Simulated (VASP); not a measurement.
# Al2SiO5 (Pnnm) in VASP: notebook

The runs below take Al2SiO5 through single point, with LDA.

Everything below comes from runs of VASP 6.6.1. Logs are shortened: lines on timing, memory, paths and dates and some standing lists are left out, and cuts for length are marked.

### 1 The cell of the first run

Symmetry: Pnnm, No. 58, orthorhombic system. The conventional cell has a = 7.719 Å, b = 7.840 Å, c = 5.531 Å, α = 90.00°, β = 90.00°, γ = 90.00°. Within 2.4 Å of Al (site symmetry 2) lie 6 O at 1.82 to 2.04 Å. Al (site symmetry m) has 5 O at 1.80 to 1.88 Å within 2.4 Å. Si (site symmetry m) has 4 O at 1.61 to 1.64 Å within 2.1 Å. O (site symmetry m) has 3 Al at 1.80 to 1.82 Å and 2 O at 2.47 to 2.48 Å within 2.5 Å. O (site symmetry m) has 1 Si at 1.64 Å and 2 Al at 1.88 Å within 2.2 Å. O (site symmetry m) has 1 Si at 1.61 Å and 2 Al at 1.82 to 1.88 Å within 2.1 Å. O (site symmetry 1) has 1 Si at 1.63 Å and 2 Al at 1.80 to 2.04 Å within 2.2 Å.

### 2 Single point, LDA

Input file INCAR:

```
PREC = Accurate
ENCUT = 520
EDIFF = 1E-6
ISMEAR = 0
SIGMA = 0.02
LREAL = Auto
LASPH = True
NELM = 60
ALGO = Normal
ISIF = 2
LWAVE = False
LCHARG = True
GGA = CA
LELF = True
LVHAR = True
NBANDS = 102
```

Input file KPOINTS:

```
Automatic mesh
0
Gamma
  4 4 4
```

Input file POSCAR:

```
Al2SiO5
1.0
    7.7186970310      0.0000000000      0.0000000000
    0.0000000000      7.8401815557      0.0000000000
    0.0000000000      0.0000000000      5.5308852079
Al Si O
8 4 20
Direct
    0.0000000000      0.0000000000      0.2423935695
    0.5000000000      0.5000000000      0.2576064305
    0.0000000000      0.0000000000      0.7576064305
    0.5000000000      0.5000000000      0.7423935695
    0.8696447468      0.3617668395      0.0000000000
    0.1303552532      0.6382331605      0.0000000000
    0.3696447468      0.1382331605      0.5000000000
    0.6303552532      0.8617668395      0.5000000000
    0.2453346266      0.2500972614      0.0000000000
    0.7546653734      0.7499027386      0.0000000000
    0.7453346266      0.2499027386      0.5000000000
    0.2546653734      0.7500972614      0.5000000000
    0.0768917941      0.8621835983      0.0000000000
    0.9231082059      0.1378164017      0.0000000000
    0.5768917941      0.6378164017      0.5000000000
    0.4231082059      0.3621835983      0.5000000000
    0.0746746427      0.8613100322      0.5000000000
    0.9253253573      0.1386899678      0.5000000000
    0.5746746427      0.6386899678      0.0000000000
    0.4253253573      0.3613100322      0.0000000000
    0.1027404885      0.4005702042      0.0000000000
    0.8972595115      0.5994297958      0.0000000000
    0.6027404885      0.0994297958      0.5000000000
    0.3972595115      0.9005702042      0.5000000000
    0.2283559440      0.1314744013      0.2404040265
    0.7716440560      0.8685255987      0.2404040265
    0.7283559440      0.3685255987      0.2595959735
    0.2716440560      0.6314744013      0.2595959735
    0.7716440560      0.8685255987      0.7595959735
    0.2283559440      0.1314744013      0.7595959735
    0.2716440560      0.6314744013      0.7404040265
    0.7283559440      0.3685255987      0.7404040265
```

Potentials or basis: VASP PAW LDA potentials, release 64 (Al, Si, O).

The run is started by

```console
cat potpaw_LDA.64/Al/POTCAR potpaw_LDA.64/Si/POTCAR potpaw_LDA.64/O/POTCAR > POTCAR
mpirun -np 1 vasp_std > vasp.out
```

OUTCAR:

```text
PREC = Accurate
   ENCUT = 520
   EDIFF = 1E-6
   ISMEAR = 0
   LREAL = Auto
   LASPH = True
   NELM = 60
   ISIF = 2
   GGA = CA

 ion  position               nearest neighbor table
   1  0.000  0.000  0.242-  13 1.82  14 1.82  17 1.88  18 1.88  25 2.04  26 2.04   3 2.68   3 2.85
                             9 3.04  10 3.04  11 3.12  12 3.12   5 3.29   6 3.29
   2  0.500  0.500  0.258-  15 1.82  16 1.82  19 1.88  20 1.88  27 2.04  28 2.04   4 2.68   4 2.85
                            12 3.04  11 3.04  10 3.12   9 3.12   8 3.29   7 3.29
   3  0.000  0.000  0.758-  13 1.82  14 1.82  17 1.88  18 1.88  29 2.04  30 2.04   1 2.68   1 2.85
                            10 3.04   9 3.04  12 3.12  11 3.12   6 3.29   5 3.29
   4  0.500  0.500  0.742-  15 1.82  16 1.82  19 1.88  20 1.88  31 2.04  32 2.04   2 2.68   2 2.85
                            11 3.04  12 3.04   9 3.12  10 3.12   7 3.29   8 3.29
   5  0.870  0.362  0.000-  14 1.80  27 1.80  32 1.80  21 1.82  22 1.88   6 2.96   9 3.03  11 3.06
                            11 3.06  10 3.17   1 3.29   3 3.29
   6  0.130  0.638  0.000-  13 1.80  28 1.80  31 1.80  22 1.82  21 1.88   5 2.96  10 3.03  12 3.06
                            12 3.06   9 3.17   1 3.29   3 3.29
   7  0.370  0.138  0.500-  16 1.80  25 1.80  30 1.80  23 1.82  24 1.88   8 2.96  11 3.03   9 3.06
                             9 3.06  12 3.17   2 3.29   4 3.29
   8  0.630  0.862  0.500-  15 1.80  26 1.80  29 1.80  24 1.82  23 1.88   7 2.96  12 3.03  10 3.06
                            10 3.06  11 3.17   2 3.29   4 3.29
   9  0.245  0.250  0.000-  21 1.61  25 1.63  30 1.63  20 1.64   5 3.03   3 3.04   1 3.04   7 3.06
[... 25 lines left out ...]
  31  0.272  0.631  0.740-  12 1.63   6 1.80   4 2.04
  32  0.728  0.369  0.740-  11 1.63   5 1.80   4 2.04

  LATTYP: Found a simple orthorhombic cell.
 ALAT       =     5.5308852079
 B/A-ratio  =     1.3955626886
 C/A-ratio  =     1.4175274411

  Lattice vectors:

 A1 = (   0.0000000000,   0.0000000000,   5.5308852079)
 A2 = (   7.7186970310,   0.0000000000,   0.0000000000)
 A3 = (   0.0000000000,   7.8401815557,   0.0000000000)

Analysis of symmetry for initial positions (statically):
=====================================================================
 Subroutine PRICEL returns:
 Original cell was already a primitive cell.

 Routine SETGRP: Setting up the symmetry group for a
 simple orthorhombic supercell.

 Subroutine GETGRP returns: Found  8 space group operations
 (whereof  4 operations were pure point group operations)
 out of a pool of  8 trial point group operations.

The static configuration has the point symmetry C_2h.
 The point group associated with its full space group is D_2h.

Analysis of symmetry for dynamics (positions and initial velocities):
=====================================================================
 Subroutine PRICEL returns:
 Original cell was already a primitive cell.

 Routine SETGRP: Setting up the symmetry group for a
 simple orthorhombic supercell.

 Subroutine GETGRP returns: Found  8 space group operations
 (whereof  4 operations were pure point group operations)
 out of a pool of  8 trial point group operations.

The dynamic configuration has the point symmetry C_2h.
 The point group associated with its full space group is D_2h.

 Subroutine INISYM returns: Found  8 space group operations
 (whereof  4 operations are pure point group operations),
 and found     1 'primitive' translations

----------------------------------------------------------------------------------------

                                     Primitive cell

  volume of cell :     334.7070

  direct lattice vectors                    reciprocal lattice vectors
     7.718697031  0.000000000  0.000000000     0.129555545  0.000000000  0.000000000
     0.000000000  7.840181556  0.000000000     0.000000000  0.127548067  0.000000000
     0.000000000  0.000000000  5.530885208     0.000000000  0.000000000  0.180802885

  length of vectors
     7.718697031  7.840181556  5.530885208     0.129555545  0.127548067  0.180802885

  position of ions in fractional coordinates (direct lattice)
     0.000000000  0.000000000  0.242393570
     0.500000000  0.500000000  0.257606430
     0.000000000  0.000000000  0.757606430
     0.500000000  0.500000000  0.742393570
     0.869644747  0.361766839  0.000000000
     0.130355253  0.638233161  0.000000000
[... 24 lines left out ...]
     0.271644056  0.631474401  0.740404027
     0.728355944  0.368525599  0.740404027

  ion indices of the primitive-cell ions
   primitive index   ion index
                 1           1
                 2           2
                 3           3
                 4           4
                 5           5
                 6           6
[... 24 lines left out ...]
                31          31
                32          32

----------------------------------------------------------------------------------------

 KPOINTS: Automatic mesh

Automatic generation of k-mesh.
 Grid dimensions read from file:
 generate k-points for:    4    4    4

 Generating k-lattice:

  Cartesian coordinates                     Fractional coordinates (reciprocal lattice)
     0.032388886  0.000000000  0.000000000     0.250000000  0.000000000  0.000000000
     0.000000000  0.031887017  0.000000000     0.000000000  0.250000000  0.000000000
     0.000000000  0.000000000  0.045200721     0.000000000  0.000000000  0.250000000

  Length of vectors
     0.032388886  0.031887017  0.045200721

  Shift w.r.t. Gamma in fractional coordinates (k-lattice)
     0.000000000  0.000000000  0.000000000

 Subroutine IBZKPT returns following result:
 ===========================================

 Found     27 irreducible k-points:

 Following reciprocal coordinates:
            Coordinates               Weight
  0.000000  0.000000  0.000000      1.000000
  0.250000  0.000000  0.000000      2.000000
  0.500000  0.000000  0.000000      1.000000
  0.000000  0.250000  0.000000      2.000000
  0.250000  0.250000  0.000000      4.000000
  0.500000  0.250000  0.000000      2.000000
[... 16 lines left out ...]
  0.250000  0.250000  0.500000      4.000000
  0.500000  0.250000  0.500000      2.000000
 [... further k-points ...]
   k-points           NKPTS =     27   k-points in BZ     NKDIM =     27   number of bands    NBANDS=    102
   number of dos      NEDOS =    301   number of ions     NIONS =     32
   total plane-waves  NPLWV = 151200
   dimension x,y,z NGX =    60 NGY =   60 NGZ =   42
   dimension x,y,z NGXF=   120 NGYF=  120 NGZF=   84
   ions per type =               8   4  20
   NGX,Y,Z   is equivalent  to a cutoff of  12.92, 12.72, 12.62 a.u.
   NGXF,Y,Z  is equivalent  to a cutoff of  25.85, 25.45, 25.25 a.u.
 SYSTEM =  unknown system
   PREC   = accura    normal or accurate (medium, high low for compatibility)
   ISTART =      0    job   : 0-new  1-cont  2-samecut
   ICHARG =      2    charge: 1-file 2-atom 10-const
   ISPIN  =      1    spin polarized calculation?
   LNONCOLLINEAR =      F non collinear calculations
   LSORBIT =      F    spin-orbit coupling
   LASPH  =      T    aspherical Exc in radial PAW
   ENCUT  =  520.0 eV  38.22 Ry    6.18 a.u.  14.35 14.58 10.28*2*pi/ulx,y,z
   NELM   =     60;   NELMIN=  2; NELMDL= -5     # of ELM steps
   EDIFF  = 0.1E-05   stopping-criterion for ELM
   LREAL  =      T    real-space projection
   EDIFFG = 0.1E-04   stopping-criterion for IOM
   NSW    =      0    number of steps for IOM
   IBRION =     -1    ionic relax: 0-MD 1-quasi-New 2-CG
   NFREE  =      0    steps in history (QN), initial steepest desc. (CG)
   ISIF   =      2    stress and relaxation
   ISYM   =      2    0-nonsym 1-usesym 2-fastsym
   POTIM  = 0.5000    time-step for ionic-motion
   TEBEG  =    0.0;   TEEND  =   0.0 temperature during run
   PSTRESS=    0.0 pullay stress
   NELECT =     160.0000    total number of electrons
   NUPDOWN=      -1.0000    fix difference up-down
   EMIN   =  10.00;   EMAX   =-10.00  energy-range for DOS
   EFERMI =   0.00;   METHOD = LEGACY
   ISMEAR =     0;   SIGMA  =   0.02  broadening in eV -4-tet -1-fermi 0-gaus
   EFERMI_NEDOS =   21; number of points for ismear=-14 and -15
   IALGO  =     38    algorithm
   IMIX   =      4    mixing-type and parameters
     AMIX     =   0.40;   BMIX     =  1.00
     AMIX_MAG =   1.60;   BMIX_MAG =  1.00
  volume/ion in A,a.u.               =      10.46        70.58
  Fermi-wavevector in a.u.,A,eV,Ry     =   1.280049  2.418942 22.293490  1.638525
  Thomas-Fermi vector in A             =   2.412499
   LORBIT       =      0    0 simple, 1 ext, 2 COOP (PROOUT), +10 PAW based schemes
   GGA     = CA    functional components
   LHFCALC =     F    Hartree Fock is set to
   AEXX    =    0.0000 exact exchange contribution
   IVDW    =     0    specifies the selected vdW correction
   LEPSILON=     F    determine dielectric tensor
   LRPA    =     F    only Hartree local field effects (RPA)
 non-spin polarized calculation
 Gauss-broadening in eV      SIGMA  =   0.02
  energy-cutoff  :      520.00
  volume of cell :      334.71
 maximum number of plane-waves:      9041
 NGX is ok and might be reduce to    60
   NGX = 29   NGY = 29   NGZ = 21

 number of electron     159.9999975 magnetization

 Free energy of the ion-electron system (eV)
  ---------------------------------------------------
  ext. energy  EPLUGINS =         0.00000000
  ---------------------------------------------------
  free energy    TOTEN  =      -270.06901555 eV

  energy without entropy =     -270.06901555  energy(sigma->0) =     -270.06901555

 E-fermi :   3.7348     XC(G=0): -10.7359

 val. band max:        3.5925788499   @ k =   0.0000   0.0000   0.0000
 cond. band min:       8.5635045667   @ k =   0.0000   0.0000   0.0000
 fundamental gap:      4.9709257169
 Fermi energy:         3.7348239761

 k-point     1 :       0.0000    0.0000    0.0000
  band No.  band energies     occupation
      1     -16.0401      2.00000
      2     -15.2238      2.00000
      3     -15.1626      2.00000
      4     -15.1376      2.00000
      5     -14.7671      2.00000
      6     -14.4746      2.00000
[... 2269 lines left out ...]
     91      13.1717      0.00000
     92      13.1717      0.00000

 [... further k-points ...]

 [bands above 92 left out]

------------------------ aborting loop because EDIFF is reached ----------------------------------------

  FORCE on cell =-STRESS in cart. coord.  units (eV):
  Direction    XX          YY          ZZ          XY          YZ          ZX
  --------------------------------------------------------------------------------------
  -------------------------------------------------------------------------------------
  Total        1.2483041      1.9180291      1.8644643      0.0000000      0.0000000      0.0000000
  in kB        5.9753895      9.1812330      8.9248288      0.0000000      0.0000000      0.0000000
  external PRESSURE =       8.0271504 kB  Pullay stress =       0.0000000 kB

 VOLUME and BASIS-vectors are now :
 -----------------------------------------------------------------------------
  energy-cutoff  :      520.00
  volume of cell :      334.71
      direct lattice vectors                 reciprocal lattice vectors
     7.718697031  0.000000000  0.000000000     0.129555545  0.000000000  0.000000000
     0.000000000  7.840181556  0.000000000     0.000000000  0.127548067  0.000000000
     0.000000000  0.000000000  5.530885208     0.000000000  0.000000000  0.180802885

 POSITION                                       TOTAL-FORCE (eV/Angst)
 -----------------------------------------------------------------------------------
      0.00000      0.00000      1.34065         0.000000     -0.000000      0.058926
      3.85935      3.92009      1.42479         0.000000     -0.000000     -0.058926
      0.00000      0.00000      4.19023         0.000000     -0.000000     -0.058926
      3.85935      3.92009      4.10609         0.000000     -0.000000      0.058926
      6.71252      2.83632      0.00000        -0.006731      0.030796      0.000000
      1.00617      5.00386      0.00000         0.006731     -0.030796      0.000000
[... 24 lines left out ...]
      2.09674      4.95087      4.09509         0.027049     -0.054438      0.047263
      5.62196      2.88931      4.09509        -0.027049      0.054438      0.047263
 -----------------------------------------------------------------------------------
    total drift:                                0.000000     -0.000000      0.000000

  FREE ENERGIE OF THE ION-ELECTRON SYSTEM (eV)
  ---------------------------------------------------
  free  energy   TOTEN  =      -270.0690155469 eV

  energy  without entropy=     -270.0690155469  energy(sigma->0) =     -270.06901555
```

It took 10 min on 1 thread of Intel Xeon 6975P-C (Granite Rapids), shared host; peak memory 0.67 GiB.

Results:

| Item | Value |
| --- | --- |
| Free energy | -270.0690 eV |
| Pressure | 0.8 GPa |
| Largest force | 0.077 eV/Å |
| Band gap on the k mesh | 4.97 eV |

Forces in eV/Å, atoms in the order of the input:
```
Al   0.000  0.000  0.059
Al   0.000  0.000 -0.059
Al   0.000  0.000 -0.059
Al   0.000  0.000  0.059
Al  -0.007  0.031  0.000
Al   0.007 -0.031  0.000
Al  -0.007 -0.031  0.000
Al   0.007  0.031  0.000
Si   0.006 -0.016  0.000
Si  -0.006  0.016  0.000
Si   0.006  0.016  0.000
Si  -0.006 -0.016  0.000
O    0.022 -0.023  0.000
O   -0.022  0.023  0.000
O    0.022  0.023  0.000
O   -0.022 -0.023  0.000
O   -0.055  0.019  0.000
O    0.055 -0.019  0.000
O   -0.055 -0.019  0.000
O    0.055  0.019  0.000
O   -0.040  0.049  0.000
O    0.040 -0.049  0.000
O   -0.040 -0.049  0.000
O    0.040  0.049  0.000
O   -0.027 -0.054  0.047
O    0.027  0.054  0.047
O   -0.027  0.054 -0.047
O    0.027 -0.054 -0.047
O    0.027  0.054 -0.047
O   -0.027 -0.054 -0.047
O    0.027 -0.054  0.047
O   -0.027  0.054  0.047
```

(Continued in part 2 of 2.)
